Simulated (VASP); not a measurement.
Wanted: the native input for a VASP 6.6.1 run.

```
Task                   : single point
Functional             : PBE
Potentials or basis    : VASP PAW PBE potentials, release 64 (Al, Ni, Pd)
Cutoff                 : 520 eV
k mesh                 : 12 × 12 × 8
Occupations            : gaussian, width 0.1 eV
Spin                   : no spin polarisation
Dipole correction      : no
Further INCAR settings : ALGO = Fast; EDIFF = 1e-06; NBANDS = 28
```

The structure of Al3Ni2Pd lies in POSCAR:

```
Al3Ni2Pd
1.0
    4.1802303884      0.0000000000      0.0000000000
   -2.0901151942      3.6201857100      0.0000000000
    0.0000000000      0.0000000000      5.1489881000
Al Ni Pd
3 2 1
Direct
    0.3333333333      0.6666666667      0.1825060000
    0.6666666667      0.3333333333      0.8174940000
    0.0000000000      0.0000000000      0.5000000000
    0.3333333333      0.6666666667      0.6660000000
    0.6666666667      0.3333333333      0.3340000000
    0.0000000000      0.0000000000      0.0000000000
```

The input as run:

INCAR

```
ALGO     = Fast           # electronic algorithm
EDIFF    = 1E-6           # SCF threshold, eV
ENCUT    = 520            # plane-wave cutoff, eV
GGA      = PE             # functional
ISIF     = 2              # what is computed and relaxed
ISMEAR   = 0              # smearing method
LASPH    = T              # aspherical terms in the spheres
LCHARG   = F              # write CHGCAR
LREAL    = F              # projectors in reciprocal space
LWAVE    = F              # write WAVECAR
NBANDS   = 28             # bands
NELM     = 60             # most SCF steps
PREC     = Accurate       # precision mode
SIGMA    = 0.1            # smearing width, eV
```

KPOINTS

```
k-points
0
Gamma
  12 12 8
```

Potentials or basis: VASP PAW PBE potentials, release 64 (Al, Ni, Pd).

Command:

```console
$ cat potpaw_PBE.64/Al/POTCAR potpaw_PBE.64/Ni/POTCAR potpaw_PBE.64/Pd/POTCAR > POTCAR
$ mpirun -np 1 vasp_std > vasp.out
```

It gave:

```json
{
 "Pressure": "0.1 GPa",
 "Largest force": "0.008 eV/Å"
}
```

Wall time 8.9 min on 1 thread of AMD EPYC 7R13 Processor (Zen 3), on a shared host, peak memory 0.38 GiB.
